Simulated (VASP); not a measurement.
**InGaSeS4: single point with PBE**

InGaSeS4:

```
In Ga Se S
1.0
     3.80657    0.00000    0.00000
    -1.90329    3.29659    0.00000
     0.00000    0.00000   15.94334
In Ga Se S
1 1 1 4
Direct
  0.66667 0.33333 0.10315
  0.00000 0.00000 0.34608
  0.66667 0.33333 0.41794
  0.00000 0.00000 0.66169
  0.00000 0.00000 0.78115
  0.00000 0.00000 0.20664
  0.33333 0.66667 0.02335
```

```yaml
Program: VASP 6.6.1
Task: single point
Functional: PBE
Potentials_or_basis: VASP PAW PBE potentials, release 64 (In_d, Ga_d, Se, S)
Cutoff: 520 eV
k_mesh: 12 × 12 × 2
Occupations: gaussian, width 0.1 eV
Spin: no spin polarisation
Dipole_correction: no
Further_INCAR_settings: ALGO = Normal; EDIFF = 1e-06; NBANDS = 37
```

| Property | Result |
| --- | --- |
| Pressure | -0.1 GPa |
| Largest force | 0.235 eV/Å |
| Band gap on the k mesh | zero (band 28 reaches 3.17 eV, above the bottom of band 29 at 1.94 eV) |

Forces in eV/Å, atoms in the order of the input:
```
In   0.000  0.000 -0.020
Ga   0.000  0.000 -0.035
Se   0.000  0.000  0.022
S    0.000  0.000  0.235
S    0.000  0.000 -0.235
S    0.000  0.000  0.022
S    0.000  0.000  0.010
```

Stress tensor (GPa, compression positive):
```
 0.00  0.00  0.00
 0.00  0.00  0.00
 0.00  0.00 -0.39
```

Levels at points of the mesh, in eV from the Fermi level:
```csv
k point,band 24,band 25,band 26,band 27,band 28,band 29,band 30,band 31,band 32,band 33
"(0.00, 0.00, 0.00)",-1.40,-1.40,-1.02,-1.02,0.50,0.81,0.81,1.85,3.30,3.63
"(0.50, 0.00, 0.00)",-3.11,-2.67,-1.65,-1.23,-1.10,0.39,1.03,1.11,2.68,4.16
"(0.00, 0.00, 0.50)",-1.40,-1.40,-1.02,-1.02,0.46,0.81,0.81,1.84,3.35,3.69
"(0.50, 0.00, 0.50)",-3.11,-2.67,-1.69,-1.23,-1.07,0.40,1.02,1.09,2.73,4.13
```

Run time: 6.5 min on 1 thread of Intel Xeon 6975P-C, with other jobs on the host, peak memory 0.47 GiB.

Caveat: spin-orbit coupling is left out, which moves the levels of the heavy elements; this functional lacks dispersion, which binds the layers, so the pressure and a relaxed spacing across them are unreliable.
